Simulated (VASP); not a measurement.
A run of VASP 6.6.1 is set up as follows.

Contents of INCAR:

```
SYSTEM = Ta4TeI
PREC = Accurate
ENCUT = 600
EDIFF = 1E-6
ISMEAR = 0
SIGMA = 0.1
LREAL = .FALSE.
LASPH = .TRUE.
NELM = 100
ALGO = Normal
ISIF = 3
LWAVE = .FALSE.
LCHARG = .FALSE.
GGA = PE
IBRION = 2
NSW = 100
EDIFFG = -0.01
```

File KPOINTS:

```
regular mesh
0
G
  8 8 8
  0 0 0
```

File POSCAR:

```
Ta4TeI
1.0
    0.0000000000      4.0371980500      4.0371980500
    4.0371980500      0.0000000000      4.0371980500
    4.0371980500      4.0371980500      0.0000000000
Ta Te I
4 1 1
Direct
    0.8738140200      0.3753953300      0.3753953300
    0.3753953300      0.3753953300      0.3753953300
    0.3753953300      0.8738140200      0.3753953300
    0.3753953300      0.3753953300      0.8738140200
    0.0000000000      0.0000000000      0.0000000000
    0.7500000000      0.7500000000      0.7500000000
```

Potentials or basis: VASP PAW PBE potentials, release 64 (Ta_pv, Te, I).

Command:

```sh
$ cat potpaw_PBE.64/Ta_pv/POTCAR potpaw_PBE.64/Te/POTCAR potpaw_PBE.64/I/POTCAR > POTCAR
$ mpirun -np 1 vasp_std > vasp.out
```

(1) What does it give for the relaxed cell?

(2) Estimate the relaxed volume.

(3) Estimate the space group after relaxing (to 0.05 Å).

## Answers

(1) a = 5.676 Å, b = 5.676 Å, c = 5.676 Å, α = 60.00°, β = 60.00°, γ = 60.00°.

(2) 21.55 Å³/atom.

(3) F-43m (No. 216).

Caveat: an odd number of electrons without spin polarisation forces a metal; a magnetic or distorted state may lie lower.
